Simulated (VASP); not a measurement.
# GaGe in VASP: a series of runs

GaGe is run at these levels: PBEsol, PBE-based screened hybrid with 10 % exact exchange; tasks: single point.

Program: VASP 6.6.1. These are calculated values, not measurements. Logs are shortened: lines on timing, memory, paths and dates and some standing lists are left out, and cuts for length are marked.

## Step 1: The cell of the first run

The typed cell holds 2 atoms: a = 4.098 Å, b = 4.098 Å, c = 4.098 Å, α = 60.00°, β = 60.00°, γ = 60.00°.

## Step 2: Single point, PBEsol (atoms moved at random)

The input, INCAR:

```
SYSTEM = GaGe
  PREC = Accurate
  ENCUT = 520
  EDIFF = 1E-6
  ISMEAR = -1
  SIGMA = 0.05
  LREAL = .False.
  LASPH = .True.
  NELM = 60
  ALGO = Normal
  ISIF = 2
  LWAVE = .False.
  LCHARG = .False.
  GGA = PS
  NBANDS = 20
```

The input, KPOINTS:

```
Automatic mesh
0
Gamma
  8 8 8
  0 0 0
```

The input, POSCAR:

```
GaGe
1.0
    0.0000000000      2.8978440000      2.8978440000
    2.8978440000      0.0000000000      2.8978440000
    2.8978440000      2.8978440000      0.0000000000
Ge Ga
1 1
Direct
   -0.0072340000     -0.0102740000      0.0253490000
    0.2399690000      0.2466220000      0.2642740000
```

Potentials or basis: VASP PAW PBE potentials, release 64 (Ge_d, Ga_d).

The run is started by

```bash
cat potpaw_PBE.64/Ge_d/POTCAR potpaw_PBE.64/Ga_d/POTCAR > POTCAR
mpirun -np 1 vasp_std > vasp.out
```

OUTCAR:

```text
SYSTEM = GaGe
   PREC = Accurate
   ENCUT = 520
   EDIFF = 1E-6
   ISMEAR = -1
   LREAL = .False.
   LASPH = .True.
   NELM = 60
   ISIF = 2
   GGA = PS

 ion  position               nearest neighbor table
   1  0.993  0.990  0.025-   2 2.49   2 2.49   2 2.52   2 2.55
   2  0.240  0.247  0.264-   1 2.49   1 2.49   1 2.52   1 2.55

  LATTYP: Found a face centered cubic cell.
 ALAT       =     5.7956880000

  Lattice vectors:

 A1 = (   0.0000000000,   2.8978440000,   2.8978440000)
 A2 = (   2.8978440000,   0.0000000000,   2.8978440000)
 A3 = (   2.8978440000,   2.8978440000,   0.0000000000)

Analysis of symmetry for initial positions (statically):
=====================================================================
 Subroutine PRICEL returns:
 Original cell was already a primitive cell.

 Routine SETGRP: Setting up the symmetry group for a
 face centered cubic supercell.

 Subroutine GETGRP returns: Found  1 space group operations
 (whereof  1 operations were pure point group operations)
 out of a pool of 48 trial point group operations.

The static configuration has the point symmetry C_1 .

Analysis of symmetry for dynamics (positions and initial velocities):
=====================================================================
 Subroutine PRICEL returns:
 Original cell was already a primitive cell.

 Routine SETGRP: Setting up the symmetry group for a
 face centered cubic supercell.

 Subroutine GETGRP returns: Found  1 space group operations
 (whereof  1 operations were pure point group operations)
 out of a pool of 48 trial point group operations.

The dynamic configuration has the point symmetry C_1 .

 Subroutine INISYM returns: Found  1 space group operations
 (whereof  1 operations are pure point group operations),
 and found     1 'primitive' translations

----------------------------------------------------------------------------------------

                                     Primitive cell

  volume of cell :      48.6693

  direct lattice vectors                    reciprocal lattice vectors
     0.000000000  2.897844000  2.897844000    -0.172542069  0.172542069  0.172542069
     2.897844000  0.000000000  2.897844000     0.172542069 -0.172542069  0.172542069
     2.897844000  2.897844000  0.000000000     0.172542069  0.172542069 -0.172542069

  length of vectors
     4.098170286  4.098170286  4.098170286     0.298851630  0.298851630  0.298851630

  position of ions in fractional coordinates (direct lattice)
     0.992766000  0.989726000  0.025349000
     0.239969000  0.246622000  0.264274000

  ion indices of the primitive-cell ions
   primitive index   ion index
                 1           1
                 2           2

----------------------------------------------------------------------------------------

 KPOINTS: Automatic mesh

Automatic generation of k-mesh.
 Grid dimensions read from file:
 generate k-points for:    8    8    8

 Generating k-lattice:

  Cartesian coordinates                     Fractional coordinates (reciprocal lattice)
    -0.021567759  0.021567759  0.021567759     0.125000000  0.000000000  0.000000000
     0.021567759 -0.021567759  0.021567759     0.000000000  0.125000000  0.000000000
     0.021567759  0.021567759 -0.021567759     0.000000000  0.000000000  0.125000000

  Length of vectors
     0.037356454  0.037356454  0.037356454

  Shift w.r.t. Gamma in fractional coordinates (k-lattice)
     0.000000000  0.000000000  0.000000000

 Subroutine IBZKPT returns following result:
 ===========================================

 Found    260 irreducible k-points:

 Following reciprocal coordinates:
            Coordinates               Weight
  0.000000  0.000000  0.000000      1.000000
  0.125000  0.000000  0.000000      2.000000
  0.000000  0.125000  0.000000      2.000000
  0.000000  0.000000  0.125000      2.000000
  0.125000  0.125000  0.125000      2.000000
  0.250000  0.000000  0.000000      2.000000
[... 16 lines left out ...]
  0.125000  0.000000  0.250000      2.000000
  0.125000  0.125000 -0.125000      2.000000
 [... further k-points ...]
   k-points           NKPTS =    260   k-points in BZ     NKDIM =    260   number of bands    NBANDS=     20
   number of dos      NEDOS =    301   number of ions     NIONS =      2
   total plane-waves  NPLWV =  27000
   dimension x,y,z NGX =    30 NGY =   30 NGZ =   30
   dimension x,y,z NGXF=    60 NGYF=   60 NGZF=   60
   ions per type =               1   1
   NGX,Y,Z   is equivalent  to a cutoff of  12.17, 12.17, 12.17 a.u.
   NGXF,Y,Z  is equivalent  to a cutoff of  24.34, 24.34, 24.34 a.u.
 SYSTEM =  GaGe
   PREC   = accura    normal or accurate (medium, high low for compatibility)
   ISTART =      0    job   : 0-new  1-cont  2-samecut
   ICHARG =      2    charge: 1-file 2-atom 10-const
   ISPIN  =      1    spin polarized calculation?
   LNONCOLLINEAR =      F non collinear calculations
   LSORBIT =      F    spin-orbit coupling
   LASPH  =      T    aspherical Exc in radial PAW
   ENCUT  =  520.0 eV  38.22 Ry    6.18 a.u.   7.62  7.62  7.62*2*pi/ulx,y,z
   NELM   =     60;   NELMIN=  2; NELMDL= -5     # of ELM steps
   EDIFF  = 0.1E-05   stopping-criterion for ELM
   LREAL  =      F    real-space projection
   EDIFFG = 0.1E-04   stopping-criterion for IOM
   NSW    =      0    number of steps for IOM
   IBRION =     -1    ionic relax: 0-MD 1-quasi-New 2-CG
   NFREE  =      0    steps in history (QN), initial steepest desc. (CG)
   ISIF   =      2    stress and relaxation
   ISYM   =      2    0-nonsym 1-usesym 2-fastsym
   POTIM  = 0.5000    time-step for ionic-motion
   TEBEG  =    0.0;   TEEND  =   0.0 temperature during run
   PSTRESS=    0.0 pullay stress
   NELECT =      27.0000    total number of electrons
   NUPDOWN=      -1.0000    fix difference up-down
   EMIN   =  10.00;   EMAX   =-10.00  energy-range for DOS
   EFERMI =   0.00;   METHOD = LEGACY
   ISMEAR =    -1;   SIGMA  =   0.05  broadening in eV -4-tet -1-fermi 0-gaus
   EFERMI_NEDOS =   21; number of points for ismear=-14 and -15
   IALGO  =     38    algorithm
   IMIX   =      4    mixing-type and parameters
     AMIX     =   0.40;   BMIX     =  1.00
     AMIX_MAG =   1.60;   BMIX_MAG =  1.00
  volume/ion in A,a.u.               =      24.33       164.22
  Fermi-wavevector in a.u.,A,eV,Ry     =   1.345172  2.542006 24.619567  1.809487
  Thomas-Fermi vector in A             =   2.473106
   LORBIT       =      0    0 simple, 1 ext, 2 COOP (PROOUT), +10 PAW based schemes
   GGA     = PS    functional components
   LHFCALC =     F    Hartree Fock is set to
   AEXX    =    0.0000 exact exchange contribution
   IVDW    =     0    specifies the selected vdW correction
   LEPSILON=     F    determine dielectric tensor
   LRPA    =     F    only Hartree local field effects (RPA)
 non-spin polarized calculation
  energy-cutoff  :      520.00
  volume of cell :       48.67
 maximum number of plane-waves:      1363
   NGX = 15   NGY = 15   NGZ = 15

 number of electron      27.0000013 magnetization

 Free energy of the ion-electron system (eV)
  ---------------------------------------------------
  ext. energy  EPLUGINS =         0.00000000
  ---------------------------------------------------
  free energy    TOTEN  =        -7.89541338 eV

  energy without entropy =       -7.88728147  energy(sigma->0) =       -7.89134742

 E-fermi :   2.9186     XC(G=0):  -9.7393

 val. band max:        2.9078761541   @ k =   0.1250   0.0000   0.3750
 cond. band min:       2.9191903112   @ k =   0.0000   0.5000   0.1250
 fundamental gap:      0.0113141572
 Fermi energy:         2.9186393202

 k-point     1 :       0.0000    0.0000    0.0000
  band No.  band energies     occupation
      1     -20.9647      2.00000
      2     -20.9625      2.00000
      3     -20.9612      2.00000
      4     -20.9429      2.00000
      5     -20.9426      2.00000
      6     -11.3817      2.00000
[... 12 lines left out ...]
     19      10.4700      0.00000
     20      13.6846      0.00000

 k-point     2 :       0.1250    0.0000    0.0000
  band No.  band energies     occupation
      1     -20.9644      2.00000
      2     -20.9623      2.00000
      3     -20.9609      2.00000
      4     -20.9428      2.00000
      5     -20.9425      2.00000
      6     -11.3839      2.00000
[... 12 lines left out ...]
     19      11.4461      0.00000
     20      12.6948      0.00000

 k-point     3 :       0.0000    0.1250    0.0000
  band No.  band energies     occupation
      1     -20.9643      2.00000
      2     -20.9623      2.00000
      3     -20.9611      2.00000
      4     -20.9427      2.00000
      5     -20.9425      2.00000
      6     -11.3853      2.00000
[... 12 lines left out ...]
     19      11.4514      0.00000
     20      12.6692      0.00000

 k-point     4 :       0.0000    0.0000    0.1250
  band No.  band energies     occupation
      1     -20.9646      2.00000
      2     -20.9621      2.00000
      3     -20.9608      2.00000
      4     -20.9428      2.00000
      5     -20.9425      2.00000
      6     -11.3830      2.00000
[... 12 lines left out ...]
     19      11.4462      0.00000
     20      12.7132      0.00000

 k-point     5 :       0.1250    0.1250    0.1250
  band No.  band energies     occupation
      1     -20.9643      2.00000
      2     -20.9623      2.00000
      3     -20.9611      2.00000
      4     -20.9427      2.00000
      5     -20.9425      2.00000
      6     -11.3854      2.00000
[... 12 lines left out ...]
     19      11.4515      0.00000
     20      12.6691      0.00000

 k-point     6 :       0.2500    0.0000    0.0000
  band No.  band energies     occupation
      1     -20.9638      2.00000
      2     -20.9618      2.00000
      3     -20.9600      2.00000
      4     -20.9427      2.00000
      5     -20.9421      2.00000
      6     -11.3936      2.00000
[... 12 lines left out ...]
     19      11.9339      0.00000
     20      12.4314      0.00000

 k-point     7 :       0.0000    0.2500    0.0000
  band No.  band energies     occupation
      1     -20.9634      2.00000
      2     -20.9619      2.00000
      3     -20.9607      2.00000
      4     -20.9423      2.00000
      5     -20.9421      2.00000
      6     -11.3946      2.00000
[... 12 lines left out ...]
     19      11.9470      0.00000
     20      12.3947      0.00000
[... 277 lines left out ...]
 k-point    20 :       0.1250    0.0000    0.1250
  band No.  band energies     occupation
      1     -20.9642      2.00000
      2     -20.9627      2.00000
      3     -20.9604      2.00000
      4     -20.9431      2.00000
      5     -20.9421      2.00000
      6     -11.3885      2.00000
[... 12 lines left out ...]
     19      11.3978      0.00000
     20      11.8047      0.00000

 k-point    21 :       0.2500    0.1250    0.0000
  band No.  band energies     occupation
      1     -20.9644      2.00000
      2     -20.9611      2.00000
      3     -20.9601      2.00000
      4     -20.9430      2.00000
      5     -20.9419      2.00000
      6     -11.3962      2.00000
[... 12 lines left out ...]
     19      11.4808      0.00000
     20      13.0602      0.00000

 k-point    22 :       0.0000    0.2500    0.1250
  band No.  band energies     occupation
      1     -20.9640      2.00000
      2     -20.9615      2.00000
      3     -20.9605      2.00000
      4     -20.9430      2.00000
      5     -20.9416      2.00000
      6     -11.3972      2.00000
[... 12 lines left out ...]
     19      11.4225      0.00000
     20      13.0214      0.00000

 k-point    23 :       0.1250    0.0000    0.2500
  band No.  band energies     occupation
      1     -20.9643      2.00000
      2     -20.9618      2.00000
      3     -20.9594      2.00000
      4     -20.9433      2.00000
      5     -20.9417      2.00000
      6     -11.3966      2.00000
[... 12 lines left out ...]
     19      11.4942      0.00000
     20      13.0145      0.00000

 k-point    24 :       0.1250    0.1250   -0.1250
  band No.  band energies     occupation
      1     -20.9647      2.00000
      2     -20.9608      2.00000
      3     -20.9600      2.00000
      4     -20.9431      2.00000
      5     -20.9420      2.00000
      6     -11.3961      2.00000
[... 12 lines left out ...]
     19      11.5116      0.00000
     20      13.0462      0.00000

 [... further k-points ...]

------------------------ aborting loop because EDIFF is reached ----------------------------------------

  FORCE on cell =-STRESS in cart. coord.  units (eV):
  Direction    XX          YY          ZZ          XY          YZ          ZX
  --------------------------------------------------------------------------------------
  -------------------------------------------------------------------------------------
  Total       -0.7119755     -0.7469868     -0.7116683     -0.0822593      0.0844267      0.3044682
  in kB      -23.4380031    -24.5905649    -23.4278915     -2.7079501      2.7793006     10.0229941
  external PRESSURE =     -23.8188198 kB  Pullay stress =       0.0000000 kB

 VOLUME and BASIS-vectors are now :
 -----------------------------------------------------------------------------
  energy-cutoff  :      520.00
  volume of cell :       48.67
      direct lattice vectors                 reciprocal lattice vectors
     0.000000000  2.897844000  2.897844000    -0.172542069  0.172542069  0.172542069
     2.897844000  0.000000000  2.897844000     0.172542069 -0.172542069  0.172542069
     2.897844000  2.897844000  0.000000000     0.172542069  0.172542069 -0.172542069

 POSITION                                       TOTAL-FORCE (eV/Angst)
 -----------------------------------------------------------------------------------
      2.94153      2.95034      5.74495        -0.048187     -0.188126      0.047180
      1.48050      1.46122      1.41006         0.048187      0.188126     -0.047180
 -----------------------------------------------------------------------------------
    total drift:                                0.000930     -0.000556      0.000016

  FREE ENERGIE OF THE ION-ELECTRON SYSTEM (eV)
  ---------------------------------------------------
  free  energy   TOTEN  =        -7.8954133759 eV

  energy  without entropy=       -7.8872814714  energy(sigma->0) =       -7.89134742
```

It took 5 min on 1 thread of Intel Xeon 8259CL, shared host; peak memory 0.37 GiB.

What came out:

* Free energy: -7.8954 eV
* Pressure: -2.4 GPa
* Largest force: 0.200 eV/Å
* Band gap on the k mesh: zero (an odd number of electrons rules out a gap without spin polarisation)

Forces in eV/Å, atoms in the order of the input:
```
Ge  -0.048 -0.188  0.047
Ga   0.048  0.188 -0.047
```

Levels at points of the mesh, in eV from the Fermi level:
```csv
k point,band 11,band 12,band 13,band 14,band 15,band 16,band 17,band 18
"(0.00, 0.00, 0.00)",-10.54,1.57,1.68,1.84,2.04,4.24,4.37,4.47
"(0.50, 0.00, 0.00)",-8.59,-5.35,0.29,0.49,2.01,5.18,5.47,8.07
"(0.00, 0.50, 0.00)",-8.54,-5.46,0.31,0.48,2.07,5.23,5.48,8.10
"(0.00, 0.00, 0.50)",-8.62,-5.26,0.33,0.44,1.96,5.22,5.37,8.04
"(0.50, 0.50, 0.50)",-8.54,-5.46,0.32,0.48,2.07,5.23,5.48,8.10
"(0.50, 0.50, 0.00)",-7.51,-5.81,-1.26,-1.23,2.26,2.38,10.99,11.04
"(0.00, 0.50, 0.50)",-7.51,-5.81,-1.26,-1.23,2.26,2.38,10.99,11.04
"(0.50, 0.00, 0.50)",-7.52,-5.81,-1.29,-1.21,2.23,2.42,10.93,11.10
```

Caveat: the cell differs from its parent crystal (atoms moved at random); the PAW data sets were made with another functional, which shifts forces and pressure a little.

(Part 1 of 2 ends here.)

The gap in the log of VASP goes by the Fermi energy; the results here count the filled bands.